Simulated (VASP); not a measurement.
A run of VASP 6.6.1:

Contents of INCAR:

```
SYSTEM = In2BiSb
ALGO = Normal
EDIFF = 1E-6
ENCUT = 520
GGA = PE
ISIF = 2
ISMEAR = -1
LASPH = .TRUE.
LCHARG = .FALSE.
LREAL = .FALSE.
LWAVE = .FALSE.
NBANDS = 31
NELM = 80
PREC = Accurate
SIGMA = 0.02
```

Contents of KPOINTS:

```
k-points
0
G
  4 4 4
  0 0 0
```

POSCAR

```
In2BiSb
1.0
    4.8723912030      0.0000000000      0.0000000000
    0.0000000000      4.8723912030      0.0000000000
    0.0000000000      0.0000000000      6.8565314387
Sb In Bi
1 2 1
Direct
    0.0000000000      0.0000000000      0.0000000000
    0.0000000000      0.5000000000      0.7568794077
    0.5000000000      0.0000000000      0.2431205923
    0.5000000000      0.5000000000      0.5000000000
```

Potentials or basis: VASP PAW PBE potentials, release 64 (Sb, In_d, Bi_d).

The run is started by

```console
$ cat potpaw_PBE.64/Sb/POTCAR potpaw_PBE.64/In_d/POTCAR potpaw_PBE.64/Bi_d/POTCAR > POTCAR
$ mpirun -np 1 vasp_std > vasp.out
```

Hardware: 1 thread of Intel(R) Xeon(R) Platinum 8375C CPU @ 2.90GHz (Ice Lake) (shared host).

How long does it take, and how much memory?

Wall time 57 s on 1 thread of Intel(R) Xeon(R) Platinum 8375C CPU @ 2.90GHz (Ice Lake), on a shared host, peak memory 0.3 GiB. Counts: scf iterations 14, k points 18.
